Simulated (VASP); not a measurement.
The system is CdSe.

```xyz
2
Lattice="0.0000 2.8740 2.8740 2.8740 0.0000 2.8740 2.8740 2.8740 0.0000" Properties=species:S:1:pos:R:3 pbc="T T T"
Cd    0.0000    0.0000    0.0000
Se    2.8740    2.8740    2.8740
```

* Program: VASP 6.6.1
* Task: relaxation of cell and atoms
* Functional: revPBE
* Potentials or basis: VASP PAW PBE potentials, release 64 (Cd, Se)
* Cutoff: 600 eV
* k mesh: 8 × 8 × 8
* Occupations: fermi-dirac, width 0.05 eV
* Spin: no spin polarisation

At the start: pressure 1.6 GPa; volume 23.74 Å³/atom.

How do energy, volume and symmetry change on relaxing?

Over 3 steps the energy falls by 3.1 meV/atom and the volume is 24.39 Å³/atom (+2.8 %); space group Fm-3m (No. 225, to 0.05 Å).

Step by step:
| step | energy change (eV) | largest force (eV/Å) | pressure (GPa) | volume (Å³) |
| --- | --- | --- | --- | --- |
| 1 | 0.0000 | 0.0000 | 1.57 | 47.48 |
| 2 | -0.0059 | 0.0000 | -0.33 | 49.09 |
| 3 | -0.0062 | 0.0000 | 0.00 | 48.78 |

Final structure:
```
Cd Se
1.0
     0.00000    2.90012    2.90012
     2.90012    0.00000    2.90012
     2.90012    2.90012    0.00000
Cd Se
1 1
Direct
  0.00000 0.00000 0.00000
  0.50000 0.50000 0.50000
```

Caveat: the PAW data sets were made with another functional, which shifts forces and pressure a little.
